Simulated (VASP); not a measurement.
# C in VASP: relaxation of the atoms with PBEsol

Aim: the relaxation of the atoms of C with PBEsol.

All numbers are computed with VASP 6.6.1; they aren't measurements. Logs are shortened: lines on timing, memory, paths and dates and some standing lists are left out, and cuts for length are marked.

### 1 The cell of the first run

The cell holds a slab with vacuum, 6 atoms: a = 2.513 Å, b = 3.554 Å, c = 18.513 Å, α = 90.00°, β = 90.00°, γ = 90.00°.

### 2 Relaxation of the atoms, PBEsol

The input, INCAR:

```
SYSTEM = C
ALGO = Normal
DIPOL = 0.5 0.5 0.500
EDIFF = 1E-7
EDIFFG = -0.01
ENCUT = 520
GGA = PS
IBRION = 2
IDIPOL = 3
ISIF = 2
ISMEAR = -1
LASPH = .True.
LCHARG = .False.
LDIPOL = .True.
LREAL = .False.
LWAVE = .False.
NELM = 80
NSW = 32
PREC = Accurate
SIGMA = 0.02
```

The input, KPOINTS:

```
k-points
0
Gamma
  10 7 1
  0 0 0
```

The input, POSCAR:

```
C
1.0
    2.5129241671      0.0000000000      0.0000000000
    0.0000000000      3.5538114383      0.0000000000
    0.0000000000      0.0000000000     18.5129000000
C
6
Direct
    0.7500000000      0.0978741860      0.4391944269
    0.2500000000      0.9021258140      0.4391944269
    0.2500000000      0.6099406944      0.4999999811
    0.7500000000      0.3900593056      0.4999999811
    0.7500000000      0.0978742058      0.5608055920
    0.2500000000      0.9021257942      0.5608055920
```

Potentials or basis: VASP PAW PBE potentials, release 64 (C).

Run with:

```console
$ cat potpaw_PBE.64/C/POTCAR > POTCAR
$ mpirun -np 1 vasp_std > vasp.out
```

OUTCAR:

```text
SYSTEM = C
   EDIFF = 1E-7
   EDIFFG = -0.01
   ENCUT = 520
   GGA = PS
   IBRION = 2
   ISIF = 2
   ISMEAR = -1
   LASPH = .True.
   LREAL = .False.
   NELM = 80
   NSW = 32
   PREC = Accurate

 ion  position               nearest neighbor table
   1  0.750  0.098  0.439-   2 1.44   2 1.44   4 1.53
   2  0.250  0.902  0.439-   1 1.44   1 1.44   3 1.53
   3  0.250  0.610  0.500-   4 1.48   4 1.48   2 1.53   6 1.53
   4  0.750  0.390  0.500-   3 1.48   3 1.48   1 1.53   5 1.53
   5  0.750  0.098  0.561-   6 1.44   6 1.44   4 1.53
   6  0.250  0.902  0.561-   5 1.44   5 1.44   3 1.53

  LATTYP: Found a simple orthorhombic cell.
 ALAT       =     2.5129241671
 B/A-ratio  =     1.4142135624
 C/A-ratio  =     7.3670746783

  Lattice vectors:

 A1 = (   2.5129241671,   0.0000000000,   0.0000000000)
 A2 = (   0.0000000000,   3.5538114383,   0.0000000000)
 A3 = (   0.0000000000,   0.0000000000,  18.5129000000)

Analysis of symmetry for initial positions (statically):
=====================================================================
 Subroutine PRICEL returns:
 Original cell was already a primitive cell.

 Routine SETGRP: Setting up the symmetry group for a
 simple orthorhombic supercell.

 Subroutine GETGRP returns: Found  8 space group operations
 (whereof  4 operations were pure point group operations)
 out of a pool of  8 trial point group operations.

The static configuration has the point symmetry C_2h.
 The point group associated with its full space group is D_2h.

Analysis of symmetry for dynamics (positions and initial velocities):
=====================================================================
 Subroutine PRICEL returns:
 Original cell was already a primitive cell.

 Routine SETGRP: Setting up the symmetry group for a
 simple orthorhombic supercell.

 Subroutine GETGRP returns: Found  8 space group operations
 (whereof  4 operations were pure point group operations)
 out of a pool of  8 trial point group operations.

The dynamic configuration has the point symmetry C_2h.
 The point group associated with its full space group is D_2h.

 Subroutine INISYM returns: Found  8 space group operations
 (whereof  4 operations are pure point group operations),
 and found     1 'primitive' translations

----------------------------------------------------------------------------------------

                                     Primitive cell

  volume of cell :     165.3287

  direct lattice vectors                    reciprocal lattice vectors
     2.512924167  0.000000000  0.000000000     0.397942768  0.000000000  0.000000000
     0.000000000  3.553811438  0.000000000     0.000000000  0.281388030  0.000000000
     0.000000000  0.000000000 18.512900000     0.000000000  0.000000000  0.054016389

  length of vectors
     2.512924167  3.553811438 18.512900000     0.397942768  0.281388030  0.054016389

  position of ions in fractional coordinates (direct lattice)
     0.750000000  0.097874186  0.439194427
     0.250000000  0.902125814  0.439194427
     0.250000000  0.609940694  0.499999981
     0.750000000  0.390059306  0.499999981
     0.750000000  0.097874206  0.560805592
     0.250000000  0.902125794  0.560805592

  ion indices of the primitive-cell ions
   primitive index   ion index
                 1           1
                 2           2
                 3           3
                 4           4
                 5           5
                 6           6

----------------------------------------------------------------------------------------

 KPOINTS: k-points

Automatic generation of k-mesh.
 Grid dimensions read from file:
 generate k-points for:   10    7    1

 Generating k-lattice:

  Cartesian coordinates                     Fractional coordinates (reciprocal lattice)
     0.039794277  0.000000000  0.000000000     0.100000000  0.000000000  0.000000000
     0.000000000  0.040198290  0.000000000     0.000000000  0.142857143  0.000000000
     0.000000000  0.000000000  0.054016389     0.000000000  0.000000000  1.000000000

  Length of vectors
     0.039794277  0.040198290  0.054016389

  Shift w.r.t. Gamma in fractional coordinates (k-lattice)
     0.000000000  0.000000000  0.000000000

 Subroutine IBZKPT returns following result:
 ===========================================

 Found     24 irreducible k-points:

 Following reciprocal coordinates:
            Coordinates               Weight
  0.000000  0.000000  0.000000      1.000000
  0.100000  0.000000  0.000000      2.000000
  0.200000  0.000000  0.000000      2.000000
  0.300000  0.000000  0.000000      2.000000
  0.400000  0.000000  0.000000      2.000000
  0.500000  0.000000  0.000000      1.000000
[... 16 lines left out ...]
  0.400000  0.428571  0.000000      4.000000
  0.500000  0.428571  0.000000      2.000000
   k-points           NKPTS =     24   k-points in BZ     NKDIM =     24   number of bands    NBANDS=     16
   number of dos      NEDOS =    301   number of ions     NIONS =      6
   total plane-waves  NPLWV =  78400
   dimension x,y,z NGX =    20 NGY =   28 NGZ =  140
   dimension x,y,z NGXF=    40 NGYF=   56 NGZF=  280
   ions per type =               6
   NGX,Y,Z   is equivalent  to a cutoff of  13.23, 13.10, 12.57 a.u.
   NGXF,Y,Z  is equivalent  to a cutoff of  26.46, 26.20, 25.14 a.u.
 SYSTEM =  C
   PREC   = accura    normal or accurate (medium, high low for compatibility)
   ISTART =      0    job   : 0-new  1-cont  2-samecut
   ICHARG =      2    charge: 1-file 2-atom 10-const
   ISPIN  =      1    spin polarized calculation?
   LNONCOLLINEAR =      F non collinear calculations
   LSORBIT =      F    spin-orbit coupling
   LASPH  =      T    aspherical Exc in radial PAW
   ENCUT  =  520.0 eV  38.22 Ry    6.18 a.u.   4.67  6.61 34.42*2*pi/ulx,y,z
   NELM   =     80;   NELMIN=  2; NELMDL= -5     # of ELM steps
   EDIFF  = 0.1E-06   stopping-criterion for ELM
   LREAL  =      F    real-space projection
   EDIFFG = -.1E-01   stopping-criterion for IOM
   NSW    =     32    number of steps for IOM
   IBRION =      2    ionic relax: 0-MD 1-quasi-New 2-CG
   NFREE  =      1    steps in history (QN), initial steepest desc. (CG)
   ISIF   =      2    stress and relaxation
   ISYM   =      2    0-nonsym 1-usesym 2-fastsym
   POTIM  = 0.5000    time-step for ionic-motion
   TEBEG  =    0.0;   TEEND  =   0.0 temperature during run
   PSTRESS=    0.0 pullay stress
   NELECT =      24.0000    total number of electrons
   NUPDOWN=      -1.0000    fix difference up-down
   EMIN   =  10.00;   EMAX   =-10.00  energy-range for DOS
   EFERMI =   0.00;   METHOD = LEGACY
   ISMEAR =    -1;   SIGMA  =   0.02  broadening in eV -4-tet -1-fermi 0-gaus
   EFERMI_NEDOS =   21; number of points for ismear=-14 and -15
   IALGO  =     38    algorithm
   IMIX   =      4    mixing-type and parameters
     AMIX     =   0.40;   BMIX     =  1.00
     AMIX_MAG =   1.60;   BMIX_MAG =  1.00
  volume/ion in A,a.u.               =      27.55       185.95
  Fermi-wavevector in a.u.,A,eV,Ry     =   0.860391  1.625903 10.072020  0.740273
  Thomas-Fermi vector in A             =   1.977889
   LORBIT       =      0    0 simple, 1 ext, 2 COOP (PROOUT), +10 PAW based schemes
   GGA     = PS    functional components
   LHFCALC =     F    Hartree Fock is set to
   AEXX    =    0.0000 exact exchange contribution
   IVDW    =     0    specifies the selected vdW correction
   LEPSILON=     F    determine dielectric tensor
   LRPA    =     F    only Hartree local field effects (RPA)
 conjugate gradient relaxation of ions
 non-spin polarized calculation
  energy-cutoff  :      520.00
  volume of cell :      165.33
 maximum number of plane-waves:      4492
 NGX is ok and might be reduce to    20
   NGX =  9   NGY = 13   NGZ = 69

--------------------------------------- Ionic step        1  -------------------------------------------

 number of electron      24.0000003 magnetization

 Free energy of the ion-electron system (eV)
  ---------------------------------------------------
  ext. energy  EPLUGINS =         0.00000000
  ---------------------------------------------------
  free energy    TOTEN  =       -51.60765133 eV

  energy without entropy =      -51.60486949  energy(sigma->0) =      -51.60626041

------------------------ aborting loop because EDIFF is reached ----------------------------------------

  FORCE on cell =-STRESS in cart. coord.  units (eV):
  Direction    XX          YY          ZZ          XY          YZ          ZX
  --------------------------------------------------------------------------------------
  -------------------------------------------------------------------------------------
  Total       -2.1249164      9.1895563      0.1313600      0.0000000      0.0000000      0.0000000
  in kB      -20.5922698     89.0547128      1.2729918      0.0000000      0.0000000      0.0000000
  external PRESSURE =      23.2451450 kB  Pullay stress =       0.0000000 kB
[... 225 lines left out ...]
  energy  without entropy=      -51.6048465762  energy(sigma->0) =      -51.60636544

--------------------------------------- Ionic step        7  -------------------------------------------

 number of electron      24.0000003 magnetization

 dipolmoment           0.000000      0.000000      0.000002 electrons x Angstroem

 Free energy of the ion-electron system (eV)
  ---------------------------------------------------
  ext. energy  EPLUGINS =         0.00000000
  ---------------------------------------------------
  free energy    TOTEN  =       -51.60789651 eV

  energy without entropy =      -51.60488972  energy(sigma->0) =      -51.60639311

 E-fermi :  -2.6887     XC(G=0):  -3.7006

 val. band max:       -2.6919438822   @ k =   0.1000   0.4286   0.0000
 cond. band min:      -2.6571498872   @ k =   0.2000   0.4286   0.0000
 fundamental gap:      0.0347939950
 Fermi energy:        -2.6887201071

 k-point     1 :       0.0000    0.0000    0.0000
  band No.  band energies     occupation
      1     -23.6192      2.00000
      2     -18.8603      2.00000
      3     -15.8167      2.00000
      4     -14.7150      2.00000
      5     -10.3326      2.00000
      6      -9.4850      2.00000
[... 8 lines left out ...]
     15       2.5851      0.00000
     16       2.6638      0.00000
[... 422 lines left out ...]
      2     -18.0108      2.00000
      3     -15.8022      2.00000
      4     -15.8022      2.00000
      5     -14.3845      2.00000
      6     -14.3845      2.00000
[... 8 lines left out ...]
     15       6.4951      0.00000
     16       6.4951      0.00000

------------------------ aborting loop because EDIFF is reached ----------------------------------------

 vacuum level on the upper side and lower side of the slab       (xc-potential included)        -0.033        -0.033

  FORCE on cell =-STRESS in cart. coord.  units (eV):
  Direction    XX          YY          ZZ          XY          YZ          ZX
  --------------------------------------------------------------------------------------
  -------------------------------------------------------------------------------------
  Total       -2.1607827      8.9533127     -0.0385695      0.0000000      0.0000000      0.0000000
  in kB      -20.9398444     86.7653085     -0.3737721      0.0000000      0.0000000      0.0000000
  external PRESSURE =      21.8172307 kB  Pullay stress =       0.0000000 kB

 VOLUME and BASIS-vectors are now :
 -----------------------------------------------------------------------------
  energy-cutoff  :      520.00
  volume of cell :      165.33
      direct lattice vectors                 reciprocal lattice vectors
     2.512924167  0.000000000  0.000000000     0.397942768  0.000000000  0.000000000
     0.000000000  3.553811438  0.000000000     0.000000000  0.281388030  0.000000000
     0.000000000  0.000000000 18.512900000     0.000000000  0.000000000  0.054016389
[... 12 lines left out ...]
  FREE ENERGIE OF THE ION-ELECTRON SYSTEM (eV)
  ---------------------------------------------------
  free  energy   TOTEN  =       -51.6078965069 eV

  energy  without entropy=      -51.6048897150  energy(sigma->0) =      -51.60639311

 reached required accuracy - stopping structural energy minimisation

 vacuum level on the upper side and lower side of the slab         3.112         3.111
```

Wall time 3.9 min (1 thread of Intel Xeon Platinum 8259CL at 2.50GHz (Skylake/Cascade Lake), shared host); peak memory 0.27 GiB.

What came out:

- Free energy: -51.6079 eV
- Energy gained by relaxing: 0.0 meV/atom
- Ionic steps: 7
- Band gap on the k mesh: zero (bands 12 and 13 overlap by 0.90 eV)

The path:
| step | energy change (eV) | largest force (eV/Å) | pressure (GPa) |
| --- | --- | --- | --- |
| 1 | 0.0000 | 0.0470 | 2.32 |
| 2 | -0.0001 | 0.0671 | 2.20 |
| 3 | -0.0001 | 0.0366 | 2.25 |
| 4 | -0.0002 | 0.0236 | 2.17 |
| 5 | -0.0002 | 0.0114 | 2.18 |
| 6 | -0.0002 | 0.0201 | 2.18 |
| 7 | -0.0002 | 0.0003 | 2.18 |

Final structure:
```cif
data_structure
_symmetry_space_group_name_H-M 'P 1'
_symmetry_Int_Tables_number 1
_cell_length_a 2.5129
_cell_length_b 3.5538
_cell_length_c 18.5129
_cell_angle_alpha 90.000
_cell_angle_beta 90.000
_cell_angle_gamma 90.000
_cell_volume 165.33
loop_
_atom_site_label
_atom_site_type_symbol
_atom_site_fract_x
_atom_site_fract_y
_atom_site_fract_z
_atom_site_occupancy
C1 C 0.75000 0.09808 0.43904 1
C2 C 0.25000 0.90192 0.43904 1
C3 C 0.25000 0.61004 0.50000 1
C4 C 0.75000 0.38996 0.50000 1
C5 C 0.75000 0.09808 0.56096 1
C6 C 0.25000 0.90192 0.56096 1
```

Caveat: the PAW data sets were made with another functional, which shifts forces and pressure a little.

The gap in the log of VASP goes by the Fermi energy; the results here count the filled bands.